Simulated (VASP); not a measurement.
# ZnSe (P4/nmm) in VASP: phonons with PBE+D3(BJ)

Aim: the phonons of ZnSe with PBE+D3(BJ).

Everything below comes from runs of VASP 6.6.1. Logs are shortened: lines on timing, memory, paths and dates and some standing lists are left out, and cuts for length are marked.

## 1. The cell of the first run

Symmetry: P4/nmm, No. 129, tetragonal system. The conventional cell has a = 4.069 Å, b = 4.069 Å, c = 5.209 Å, α = 90.00°, β = 90.00°, γ = 90.00°. Within 3.3 Å of Zn (site symmetry -4m2) lie 4 Se at 2.52 Å and 4 Zn at 2.88 Å. Within 3.3 Å of Se (site symmetry 4mm) lie 4 Zn at 2.52 Å.

## 2. Phonons, PBE+D3(BJ)

Input file INCAR:

```
SYSTEM = ZnSe
PREC     = Accurate       ! precision mode
ENCUT    = 520            ! plane-wave cutoff, eV
EDIFF    = 1E-8           ! SCF threshold, eV
ISMEAR   = 0              ! smearing method
SIGMA    = 0.05           ! smearing width, eV
LREAL    = .FALSE.        ! projectors in reciprocal space
LASPH    = .TRUE.         ! aspherical terms in the spheres
NELM     = 80             ! most SCF steps
ALGO     = Normal         ! electronic algorithm
ISIF     = 2              ! what is computed and relaxed
LWAVE    = .FALSE.        ! write WAVECAR
LCHARG   = .FALSE.        ! write CHGCAR
GGA      = PE             ! functional
IVDW     = 12             ! dispersion correction
NBANDS   = 46             ! bands
IBRION   = 6              ! ionic algorithm
NFREE    = 2            
POTIM    = 0.015          ! step
NSW      = 1              ! ionic steps
KPAR     = 4
```

Input file KPOINTS:

```
regular mesh
0
G
  6 6 6
  0 0 0
```

Input file POSCAR:

```
ZnSe
1.0
    0.0000000000      0.0000000000     -5.2092371215
    4.0689269174      4.0689269174      0.0000000000
    4.0689269174     -4.0689269174      0.0000000000
Zn Se
4 4
Direct
    0.0000000000      0.0000000000      0.0000000000
    0.0000000000      0.5000000000      0.5000000000
    0.0000000000      0.5000000000      0.0000000000
    0.0000000000      0.0000000000      0.5000000000
    0.7158531493      0.2500000000      0.7500000000
    0.7158531493      0.7500000000      0.2500000000
    0.2841468507      0.2500000000      0.2500000000
    0.2841468507      0.7500000000      0.7500000000
```

Potentials or basis: VASP PAW PBE potentials, release 64 (Zn, Se).

Command:

```sh
$ cat potpaw_PBE.64/Zn/POTCAR potpaw_PBE.64/Se/POTCAR > POTCAR
$ mpirun -np 4 vasp_std > vasp.out
```

OUTCAR:

```text
SYSTEM = ZnSe
   PREC = Accurate
   ENCUT = 520
   EDIFF = 1E-8
   ISMEAR = 0
   LREAL = .FALSE.
   LASPH = .TRUE.
   NELM = 80
   ISIF = 2
   GGA = PE
   IVDW = 12
   IBRION = 6
   NFREE = 2
   POTIM = 0.015
   NSW = 1
 IVDW          = 12

 ion  position               nearest neighbor table
   1  0.000  0.000  0.000-   5 2.52   6 2.52   7 2.52   8 2.52   3 2.88   4 2.88   4 2.88   3 2.88

   2  0.000  0.500  0.500-   5 2.52   6 2.52   7 2.52   8 2.52   3 2.88   4 2.88   3 2.88   4 2.88

   3  0.000  0.500  0.000-   5 2.52   6 2.52   7 2.52   8 2.52   1 2.88   2 2.88   2 2.88   1 2.88
[... 14 lines left out ...]
 A1 = (   4.0689269174,   4.0689269174,   0.0000000000)
 A2 = (   4.0689269174,  -4.0689269174,   0.0000000000)
 A3 = (   0.0000000000,   0.0000000000,  -5.2092371215)

Analysis of symmetry for initial positions (statically):
=====================================================================
 Subroutine PRICEL returns following result:

  LATTYP: Found a simple tetragonal cell.
 ALAT       =     4.0689269174
 C/A-ratio  =     1.2802483867

  Lattice vectors:

 A1 = (   0.0000000000,   4.0689269174,   0.0000000000)
 A2 = (   4.0689269174,   0.0000000000,   0.0000000000)
 A3 = (   0.0000000000,   0.0000000000,  -5.2092371215)

   2 primitive cells build up your supercell.

 Routine SETGRP: Setting up the symmetry group for a
 simple tetragonal supercell.

 Subroutine GETGRP returns: Found 16 space group operations
 (whereof  8 operations were pure point group operations)
 out of a pool of 16 trial point group operations.

The static configuration has the point symmetry D_2d.
 The point group associated with its full space group is D_4h.

Analysis of symmetry for dynamics (positions and initial velocities):
=====================================================================
 Subroutine PRICEL returns following result:

  LATTYP: Found a simple tetragonal cell.
 ALAT       =     4.0689269174
 C/A-ratio  =     1.2802483867

  Lattice vectors:

 A1 = (   0.0000000000,   4.0689269174,   0.0000000000)
 A2 = (   4.0689269174,   0.0000000000,   0.0000000000)
 A3 = (   0.0000000000,   0.0000000000,  -5.2092371215)

   2 primitive cells build up your supercell.

 Routine SETGRP: Setting up the symmetry group for a
[... 159 lines left out ...]
  free energy    TOTEN  =       -22.62354720 eV

  energy without entropy =      -22.62354720  energy(sigma->0) =      -22.62354720

------------------------ aborting loop because EDIFF is reached ----------------------------------------

 Edisp (eV)   -2.70266

 E8    (eV) :    -1.1238
[... 359 lines left out ...]
--------------------------------------- Ionic step        9  -------------------------------------------

 number of electron      71.9999926 magnetization

 Free energy of the ion-electron system (eV)
  ---------------------------------------------------
  ext. energy  EPLUGINS =         0.00000000
  ---------------------------------------------------
  free energy    TOTEN  =       -22.62211039 eV

  energy without entropy =      -22.62211039  energy(sigma->0) =      -22.62211039

 E-fermi :   2.3887     XC(G=0):  -9.6535

 val. band max:        2.1297341745   @ k =   0.0000   0.0000   0.0000
 cond. band min:       3.6843986824   @ k =   0.0000   0.0000   0.0000
 fundamental gap:      1.5546645079
 Fermi energy:         2.3886769110

 k-point     1 :       0.0000    0.0000    0.0000
  band No.  band energies     occupation
      1     -11.4131      2.00000
      2     -10.2394      2.00000
      3     -10.2147      2.00000
      4     -10.0436      2.00000
      5      -5.0478      2.00000
      6      -5.0478      2.00000
[... 1165 lines left out ...]
     45       8.1994      0.00000
     46       8.7340      0.00000

 [... further k-points ...]

------------------------ aborting loop because EDIFF is reached ----------------------------------------

 Edisp (eV)   -2.70242

 E8    (eV) :    -1.1237
[... 31 lines left out ...]
  FREE ENERGIE OF THE ION-ELECTRON SYSTEM (eV)
  ---------------------------------------------------
  free  energy   TOTEN  =       -25.3245341670 eV

  energy  without entropy=      -25.3245341670  energy(sigma->0) =      -25.32453417

 INTERNAL STRAIN TENSORS FROM DISPLACED ATOMS
 ============================================

 INTERNAL STRAIN TENSOR FOR ION    1 for displacements in x,y,z  (eV/Angst):
          X           Y           Z          XY          YZ          ZX
  --------------------------------------------------------------------------------
  x    -0.00000     0.00000    -0.00000     0.00000     0.00000    -5.45895
  y     0.00000     0.00000     0.00000     0.00000     5.45895     0.00000
  z    -3.20875     3.20875     0.00000     0.00000     0.00000     0.00000

 INTERNAL STRAIN TENSOR FOR ION    8 for displacements in x,y,z  (eV/Angst):
          X           Y           Z          XY          YZ          ZX
  --------------------------------------------------------------------------------
  x    -0.00000     0.00000    -0.00000     0.00000     0.00000     5.79393
  y     0.00000    -0.00000    -0.00000     0.00000     5.79394     0.00000
  z     7.88811     7.88811    12.42392     0.00000     0.00000    -0.00000

 Eigenvectors and eigenvalues of the dynamical matrix
 ----------------------------------------------------

   1 f  =    7.267525 THz    45.663208 2PiTHz  242.418549 cm-1    30.056056 meV
             X         Y         Z           dx          dy          dz
      0.000000  0.000000  0.000000     0.000000   -0.000000   -0.369379
      4.068927  0.000000  0.000000    -0.000000    0.000000   -0.369379
      2.034463  2.034463  0.000000     0.000000   -0.000000   -0.369379
      2.034463 -2.034463  0.000000    -0.000000    0.000000   -0.369379
      4.068927 -2.034463 -3.729049     0.000000    0.000000    0.336986
      4.068927  2.034463 -3.729049    -0.000000    0.000000    0.336986
      2.034463  0.000000 -1.480188     0.000000   -0.000000    0.336986
      6.103390  0.000000 -1.480188    -0.000000   -0.000000    0.336986
[... 243 lines left out ...]
  24 f/i=    0.017036 THz     0.107038 2PiTHz    0.568247 cm-1     0.070454 meV
             X         Y         Z           dx          dy          dz
      0.000000  0.000000  0.000000     0.125902   -0.313588   -0.000000
      4.068927  0.000000  0.000000     0.125902   -0.313588   -0.000000
      2.034463  2.034463  0.000000     0.125902   -0.313588   -0.000000
      2.034463 -2.034463  0.000000     0.125902   -0.313588   -0.000000
      4.068927 -2.034463 -3.729049     0.137306   -0.341992   -0.000000
      4.068927  2.034463 -3.729049     0.137306   -0.341992   -0.000000
      2.034463  0.000000 -1.480188     0.137306   -0.341992   -0.000000
      6.103390  0.000000 -1.480188     0.137306   -0.341992   -0.000000

 ELASTIC MODULI CONTR FROM IONIC RELAXATION (kBar)
 Direction    XX          YY          ZZ          XY          YZ          ZX
 --------------------------------------------------------------------------------
 XX        -327.5178   -119.0256   -351.6570      0.0000     -0.0000     -0.0000
 YY        -119.0256   -327.5178   -351.6570      0.0000      0.0000      0.0000
 ZZ        -351.6570   -351.6570   -553.8661      0.0000      0.0000      0.0000
 XY           0.0000      0.0000      0.0000      0.0000      0.0000      0.0000
 YZ          -0.0000      0.0000      0.0000      0.0000   -253.3321      0.0000
 ZX          -0.0000      0.0000      0.0000      0.0000      0.0000   -253.3315
 --------------------------------------------------------------------------------
```

stdout:

```text
POSCAR found type information on POSCAR ZnSe
 POSCAR found :  2 types and       8 ions
 scaLAPACK will be used
 LDA part: xc-table for (Slater+PW92), standard interpolation
 POSCAR, INCAR and KPOINTS ok, starting setup
 FFT: planning ... GRIDC
 FFT: planning ... GRID_SOFT
 FFT: planning ... GRID
 WAVECAR not read
 entering main loop
 Found     4 degrees of freedom:
 Finite differences POTIM= 0.01500 DOF=   4
 bond charge predicted
 Finite differences progress:
 bond charge predicted
 Finite differences progress:
 bond charge predicted
 Finite differences progress:
 bond charge predicted
 Finite differences progress:
 bond charge predicted
 Finite differences progress:
 bond charge predicted
 Finite differences progress:
 bond charge predicted
 Finite differences progress:
 bond charge predicted
 Finite differences progress:
```

Run time: 9.9 min. Hardware: 4 MPI ranks of Intel Xeon 6975P-C (Granite Rapids), shared host; peak memory 0.83 GiB.

Results:

```
Highest phonon frequency at Γ, LO-TO splitting left out : 242 cm⁻¹
Dispersion energy per atom                              : -0.338 eV
```

Phonon frequencies in cm⁻¹ (negative: imaginary):
```
              q point                                                                              frequencies
(0.000, 0.000, 0.000)  -1 -1 0 46 46 80 80 108 108 122 122 124 151 151 170 170 170 170 189 198 198 241 241 242
```
